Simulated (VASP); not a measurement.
# Ta3BN3 (Pm-3m) in VASP: single point with PBE

Aim: the single point of Ta3BN3 with PBE.

Program: VASP 6.6.1. These are calculated values, not measurements. Logs are shortened: lines on timing, memory, paths and dates and some standing lists are left out, and cuts for length are marked.

### 1 The cell of the first run

It takes space group Pm-3m (No. 221, cubic). Conventional cell: a = 4.352 Å, b = 4.352 Å, c = 4.352 Å, α = 90.00°, β = 90.00°, γ = 90.00°. Within 2.9 Å of Ta (site symmetry 4/mmm) lie 4 N at 2.18 Å and 2 B at 2.18 Å. Within 2.9 Å of B (site symmetry m-3m) lie 6 Ta at 2.18 Å. N (site symmetry 4/mmm) has 4 Ta at 2.18 Å within 2.9 Å.

### 2 Single point, PBE

Contents of INCAR:

```
PREC     = Accurate       # precision mode
ENCUT    = 520            # plane-wave cutoff, eV
EDIFF    = 1E-6           # SCF threshold, eV
ISMEAR   = 0              # smearing method
SIGMA    = 0.2            # smearing width, eV
LREAL    = False          # projectors in reciprocal space
LASPH    = True           # aspherical terms in the spheres
NELM     = 80             # most SCF steps
ALGO     = Normal         # electronic algorithm
ISIF     = 2              # what is computed and relaxed
LWAVE    = False          # write WAVECAR
LCHARG   = False          # write CHGCAR
GGA      = PE             # functional
NBANDS   = 34             # bands
```

Contents of KPOINTS:

```
regular mesh
0
Gamma
  6 6 6
```

Contents of POSCAR:

```
Ta3BN3
1.0
    4.3520481057      0.0000185388      0.0000097799
    0.0000183858      4.3520159885      0.0000025822
    0.0000101169      0.0000026813      4.3520122516
Ta B N
3 1 3
Direct
    0.4999975489      0.0000149884      0.0000139692
    0.0000007742      0.5000001515      1.0000034245
   -0.0000205921      0.0000104856      0.5000023139
   -0.0000010654      0.0000005130     -0.0000001915
    0.0000049632      0.4999920063      0.4999949244
    0.5000150178     -0.0000067704      0.4999890869
    0.5000033533      0.4999886258     -0.0000035275
```

Potentials or basis: VASP PAW PBE potentials, release 64 (Ta_pv, B, N).

Run with:

```console
$ cat potpaw_PBE.64/Ta_pv/POTCAR potpaw_PBE.64/B/POTCAR potpaw_PBE.64/N/POTCAR > POTCAR
$ mpirun -np 1 vasp_std > vasp.out
```

OUTCAR:

```text
PREC = Accurate
   ENCUT = 520
   EDIFF = 1E-6
   ISMEAR = 0
   LREAL = False
   LASPH = True
   NELM = 80
   ISIF = 2
   GGA = PE

 ion  position               nearest neighbor table
   1  0.500  0.000  0.000-   7 2.18   6 2.18   4 2.18   4 2.18   6 2.18   7 2.18   3 3.08   2 3.08
                             3 3.08   2 3.08   3 3.08   2 3.08   2 3.08   3 3.08
   2  0.000  0.500  0.000-   5 2.18   4 2.18   4 2.18   7 2.18   7 2.18   5 2.18   1 3.08   3 3.08
                             3 3.08   1 3.08   3 3.08   3 3.08   1 3.08   1 3.08
   3  1.000  0.000  0.500-   6 2.18   5 2.18   4 2.18   4 2.18   5 2.18   6 2.18   1 3.08   2 3.08
                             2 3.08   1 3.08   1 3.08   2 3.08   2 3.08   1 3.08
   4  1.000  0.000  1.000-   3 2.18   2 2.18   2 2.18   3 2.18   1 2.18   1 2.18
   5  0.000  0.500  0.500-   3 2.18   2 2.18   2 2.18   3 2.18
   6  0.500  1.000  0.500-   3 2.18   1 2.18   1 2.18   3 2.18
   7  0.500  0.500  1.000-   1 2.18   2 2.18   2 2.18   1 2.18

  LATTYP: Found a simple cubic cell.
 ALAT       =     4.3520481058

  Lattice vectors:

 A1 = (   4.3520481057,   0.0000185388,   0.0000097799)
 A2 = (   0.0000183858,   4.3520159885,   0.0000025822)
 A3 = (   0.0000101169,   0.0000026813,   4.3520122516)

Analysis of symmetry for initial positions (statically):
=====================================================================
 Subroutine PRICEL returns:
 Original cell was already a primitive cell.

 Routine SETGRP: Setting up the symmetry group for a
 simple cubic supercell.

 Subroutine GETGRP returns: Found  2 space group operations
 (whereof  2 operations were pure point group operations)
 out of a pool of 48 trial point group operations.

The static configuration has the point symmetry C_1h.

Analysis of symmetry for dynamics (positions and initial velocities):
=====================================================================
 Subroutine PRICEL returns:
 Original cell was already a primitive cell.

 Routine SETGRP: Setting up the symmetry group for a
 simple cubic supercell.

 Subroutine GETGRP returns: Found  2 space group operations
 (whereof  2 operations were pure point group operations)
 out of a pool of 48 trial point group operations.

The dynamic configuration has the point symmetry C_1h.

 Subroutine INISYM returns: Found  2 space group operations
 (whereof  2 operations are pure point group operations),
 and found     1 'primitive' translations

----------------------------------------------------------------------------------------

                                     Primitive cell

  volume of cell :      82.4279

  direct lattice vectors                    reciprocal lattice vectors
     4.352048106  0.000018539  0.000009780     0.229776872 -0.000000971 -0.000000534
     0.000018386  4.352015988  0.000002582    -0.000000979  0.229778568 -0.000000142
     0.000010117  0.000002681  4.352012252    -0.000000516 -0.000000136  0.229778765

  length of vectors
     4.352048106  4.352015989  4.352012252     0.229776872  0.229778568  0.229778765

  position of ions in fractional coordinates (direct lattice)
     0.499997549  0.000014988  0.000013969
     0.000000774  0.500000151  0.000003425
     0.999979408  0.000010486  0.500002314
     0.999998935  0.000000513  0.999999809
     0.000004963  0.499992006  0.499994924
     0.500015018  0.999993230  0.499989087
     0.500003353  0.499988626  0.999996473

  ion indices of the primitive-cell ions
   primitive index   ion index
                 1           1
                 2           2
                 3           3
                 4           4
                 5           5
                 6           6
                 7           7

----------------------------------------------------------------------------------------

 KPOINTS: regular mesh

Automatic generation of k-mesh.
 Grid dimensions read from file:
 generate k-points for:    6    6    6

 Generating k-lattice:

  Cartesian coordinates                     Fractional coordinates (reciprocal lattice)
     0.038296145 -0.000000162 -0.000000089     0.166666667  0.000000000 -0.000000000
    -0.000000163  0.038296428 -0.000000024     0.000000000  0.166666667  0.000000000
    -0.000000086 -0.000000023  0.038296461    -0.000000000 -0.000000000  0.166666667

  Length of vectors
     0.038296145  0.038296428  0.038296461

  Shift w.r.t. Gamma in fractional coordinates (k-lattice)
     0.000000000  0.000000000  0.000000000

 Subroutine IBZKPT returns following result:
 ===========================================

 Found     68 irreducible k-points:

 Following reciprocal coordinates:
            Coordinates               Weight
  0.000000  0.000000  0.000000      1.000000
  0.166667 -0.000000  0.000000      4.000000
  0.000000  0.166667 -0.000000      2.000000
  0.333333  0.000000  0.000000      4.000000
 -0.000000  0.333333 -0.000000      2.000000
  0.500000 -0.000000  0.000000      2.000000
[... 16 lines left out ...]
  0.333333  0.000000  0.333333      2.000000
 -0.333333  0.000000  0.333333      2.000000
 [... further k-points ...]
   k-points           NKPTS =     68   k-points in BZ     NKDIM =     68   number of bands    NBANDS=     34
   number of dos      NEDOS =    301   number of ions     NIONS =      7
   total plane-waves  NPLWV =  32768
   dimension x,y,z NGX =    32 NGY =   32 NGZ =   32
   dimension x,y,z NGXF=    64 NGYF=   64 NGZF=   64
   ions per type =               3   1   3
   NGX,Y,Z   is equivalent  to a cutoff of  12.22, 12.22, 12.22 a.u.
   NGXF,Y,Z  is equivalent  to a cutoff of  24.45, 24.45, 24.45 a.u.
 SYSTEM =  unknown system
   PREC   = accura    normal or accurate (medium, high low for compatibility)
   ISTART =      0    job   : 0-new  1-cont  2-samecut
   ICHARG =      2    charge: 1-file 2-atom 10-const
   ISPIN  =      1    spin polarized calculation?
   LNONCOLLINEAR =      F non collinear calculations
   LSORBIT =      F    spin-orbit coupling
   LASPH  =      T    aspherical Exc in radial PAW
   ENCUT  =  520.0 eV  38.22 Ry    6.18 a.u.   8.09  8.09  8.09*2*pi/ulx,y,z
   NELM   =     80;   NELMIN=  2; NELMDL= -5     # of ELM steps
   EDIFF  = 0.1E-05   stopping-criterion for ELM
   LREAL  =      F    real-space projection
   EDIFFG = 0.1E-04   stopping-criterion for IOM
   NSW    =      0    number of steps for IOM
   IBRION =     -1    ionic relax: 0-MD 1-quasi-New 2-CG
   NFREE  =      0    steps in history (QN), initial steepest desc. (CG)
   ISIF   =      2    stress and relaxation
   ISYM   =      2    0-nonsym 1-usesym 2-fastsym
   POTIM  = 0.5000    time-step for ionic-motion
   TEBEG  =    0.0;   TEEND  =   0.0 temperature during run
   PSTRESS=    0.0 pullay stress
   NELECT =      51.0000    total number of electrons
   NUPDOWN=      -1.0000    fix difference up-down
   EMIN   =  10.00;   EMAX   =-10.00  energy-range for DOS
   EFERMI =   0.00;   METHOD = LEGACY
   ISMEAR =     0;   SIGMA  =   0.20  broadening in eV -4-tet -1-fermi 0-gaus
   EFERMI_NEDOS =   21; number of points for ismear=-14 and -15
   IALGO  =     38    algorithm
   IMIX   =      4    mixing-type and parameters
     AMIX     =   0.40;   BMIX     =  1.00
     AMIX_MAG =   1.60;   BMIX_MAG =  1.00
  volume/ion in A,a.u.               =      11.78        79.46
  Fermi-wavevector in a.u.,A,eV,Ry     =   1.394998  2.636163 26.477187  1.946018
  Thomas-Fermi vector in A             =   2.518492
   LORBIT       =      0    0 simple, 1 ext, 2 COOP (PROOUT), +10 PAW based schemes
   GGA     = PE    functional components
   LHFCALC =     F    Hartree Fock is set to
   AEXX    =    0.0000 exact exchange contribution
   IVDW    =     0    specifies the selected vdW correction
   LEPSILON=     F    determine dielectric tensor
   LRPA    =     F    only Hartree local field effects (RPA)
 non-spin polarized calculation
 Gauss-broadening in eV      SIGMA  =   0.20
  energy-cutoff  :      520.00
  volume of cell :       82.43
 maximum number of plane-waves:      2272
   NGX = 17   NGY = 17   NGZ = 17

 number of electron      51.0000017 magnetization

 Free energy of the ion-electron system (eV)
  ---------------------------------------------------
  ext. energy  EPLUGINS =         0.00000000
  ---------------------------------------------------
  free energy    TOTEN  =       -73.15712070 eV

  energy without entropy =      -73.14405018  energy(sigma->0) =      -73.15058544

 E-fermi :   5.5252     XC(G=0): -12.2265

 val. band max:        5.3988282312   @ k =  -0.0000   0.5000   0.3333
 cond. band min:       5.6097127443   @ k =   0.5000   0.5000   0.0000
 fundamental gap:      0.2108845132
 Fermi energy:         5.5252361452

 k-point     1 :       0.0000    0.0000    0.0000
  band No.  band energies     occupation
      1     -29.4448      2.00000
      2     -29.4447      2.00000
      3     -29.4446      2.00000
      4     -29.0770      2.00000
      5     -29.0770      2.00000
      6     -29.0769      2.00000
[... 26 lines left out ...]
     33       7.8216      0.00000
     34       9.4941      0.00000

 k-point     2 :       0.1667   -0.0000    0.0000
  band No.  band energies     occupation
      1     -29.4246      2.00000
      2     -29.4245      2.00000
      3     -29.4121      2.00000
      4     -29.0832      2.00000
      5     -29.0832      2.00000
      6     -29.0822      2.00000
[... 26 lines left out ...]
     33       9.7836      0.00000
     34       9.9121      0.00000

 k-point     3 :       0.0000    0.1667   -0.0000
  band No.  band energies     occupation
      1     -29.4246      2.00000
      2     -29.4245      2.00000
      3     -29.4122      2.00000
      4     -29.0832      2.00000
      5     -29.0832      2.00000
      6     -29.0822      2.00000
[... 26 lines left out ...]
     33       9.7836      0.00000
     34       9.9121      0.00000
[... 704 lines left out ...]
 k-point    23 :       0.3333    0.0000    0.3333
  band No.  band energies     occupation
      1     -29.4366      2.00000
      2     -29.3091      2.00000
      3     -29.2958      2.00000
      4     -29.1924      2.00000
      5     -29.1093      2.00000
      6     -29.1028      2.00000
[... 26 lines left out ...]
     33       9.7708      0.00000
     34      10.4103      0.00000

 k-point    24 :      -0.3333    0.0000    0.3333
  band No.  band energies     occupation
      1     -29.4366      2.00000
      2     -29.3091      2.00000
      3     -29.2958      2.00000
      4     -29.1924      2.00000
      5     -29.1093      2.00000
      6     -29.1028      2.00000
[... 26 lines left out ...]
     33       9.7707      0.00000
     34      10.4103      0.00000

 [... further k-points ...]

------------------------ aborting loop because EDIFF is reached ----------------------------------------

  FORCE on cell =-STRESS in cart. coord.  units (eV):
  Direction    XX          YY          ZZ          XY          YZ          ZX
  --------------------------------------------------------------------------------------
  -------------------------------------------------------------------------------------
  Total        0.2554581      0.2558459      0.2554539     -0.0003395      0.0003413     -0.0003688
  in kB        4.9654196      4.9729568      4.9653378     -0.0065987      0.0066345     -0.0071693
  external PRESSURE =       4.9679047 kB  Pullay stress =       0.0000000 kB

 VOLUME and BASIS-vectors are now :
 -----------------------------------------------------------------------------
  energy-cutoff  :      520.00
  volume of cell :       82.43
      direct lattice vectors                 reciprocal lattice vectors
     4.352048106  0.000018539  0.000009780     0.229776872 -0.000000971 -0.000000534
     0.000018386  4.352015988  0.000002582    -0.000000979  0.229778568 -0.000000142
     0.000010117  0.000002681  4.352012252    -0.000000516 -0.000000136  0.229778765

 POSITION                                       TOTAL-FORCE (eV/Angst)
 -----------------------------------------------------------------------------------
      2.17601      0.00007      0.00007         0.000406     -0.000469     -0.000574
      0.00001      2.17601      0.00002         0.000051     -0.000153     -0.000051
      4.35196      0.00007      2.17603         0.000574     -0.000469     -0.000406
      4.35205      0.00002      4.35202        -0.000140      0.000023      0.000140
      0.00004      2.17597      2.17599        -0.000116      0.000452      0.000182
      2.17611      4.35200      2.17597        -0.000593      0.000165      0.000593
      2.17606      2.17597      4.35200        -0.000182      0.000452      0.000116
 -----------------------------------------------------------------------------------
    total drift:                               -0.003842      0.000078     -0.003892

  FREE ENERGIE OF THE ION-ELECTRON SYSTEM (eV)
  ---------------------------------------------------
  free  energy   TOTEN  =       -73.1571206956 eV

  energy  without entropy=      -73.1440501816  energy(sigma->0) =      -73.15058544
```

Run time: 6.2 min. Hardware: 1 thread of AMD EPYC, shared host; peak memory 0.26 GiB.

Results:

- Free energy: -73.1571 eV
- Pressure: 0.5 GPa
- Band gap on the k mesh: zero (an odd number of electrons rules out a gap without spin polarisation)

Levels at points of the mesh, in eV from the Fermi level:
| k point | band 21 | band 22 | band 23 | band 24 | band 25 | band 26 | band 27 | band 28 | band 29 | band 30 |
| --- | --- | --- | --- | --- | --- | --- | --- | --- | --- | --- |
| (0.00, 0.00, 0.00) | -1.67 | -1.67 | -0.57 | -0.57 | -0.57 | 1.01 | 1.01 | 1.01 | 1.73 | 1.73 |
| (0.50, 0.00, 0.00) | -2.45 | -1.71 | -1.71 | -1.49 | -1.12 | -1.12 | 0.89 | 2.26 | 2.26 | 2.59 |
| (0.00, 0.50, 0.00) | -2.45 | -1.71 | -1.71 | -1.49 | -1.12 | -1.12 | 0.89 | 2.26 | 2.26 | 2.59 |
| (0.50, 0.50, 0.00) | -3.56 | -3.43 | -3.33 | -3.33 | 0.08 | 2.09 | 2.57 | 2.57 | 2.88 | 3.95 |
| (0.50, 0.00, 0.50) | -3.56 | -3.43 | -3.33 | -3.33 | 0.08 | 2.09 | 2.57 | 2.57 | 2.88 | 3.95 |
| (0.50, 0.50, 0.50) | -4.09 | -4.09 | -4.09 | -0.84 | -0.84 | 3.64 | 3.64 | 3.64 | 4.67 | 4.67 |

Caveat: spin-orbit coupling is left out, which moves the levels of the heavy elements; an odd number of electrons without spin polarisation forces a metal; a magnetic or distorted state may lie lower.

The gap in the log of VASP goes by the Fermi energy; the results here count the filled bands.